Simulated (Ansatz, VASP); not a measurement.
# Two plane-wave programs on Re

```
Re
1.0
     2.77510    0.00000    0.00000
    -1.38755    2.40331    0.00000
     0.00000    0.00000   19.72560
Re
4
Direct
  0.83333 0.16667 0.33434
  0.16667 0.83333 0.44069
  0.83333 0.16667 0.55931
  0.16667 0.83333 0.66566
```

Alike in both runs: functional PBE; k mesh 14 × 14 × 1; occupations fermi-dirac, width 0.05 eV; no spin polarisation.

Ansatz relaxed the structure, and its values are those at the end. VASP's run is a single point on that final structure, the one shown.

|  | VASP | Ansatz |
| --- | --- | --- |
| version | VASP 6.6.1 | Ansatz 0.2.0 |
| potentials or method | VASP PAW PBE potentials, release 64 (Re) | PAW with Ansatz's default frozen-core files, scalar-relativistic |
| plane-wave cutoff (eV) | 520 | 420 |
| valence electrons in the cell | 28 | 60 |

```csv
,VASP,Ansatz,Ansatz less VASP
rms of the force components (eV/Å),0.042,0.000,-0.0418
```

VASP's potentials hold 28 valence electrons a cell and Ansatz's 60, so a difference there can come from the potentials and not from the codes. Ansatz's warnings: stress scf threshold loose, vacuum density over bound.

Spin-orbit coupling is off throughout.
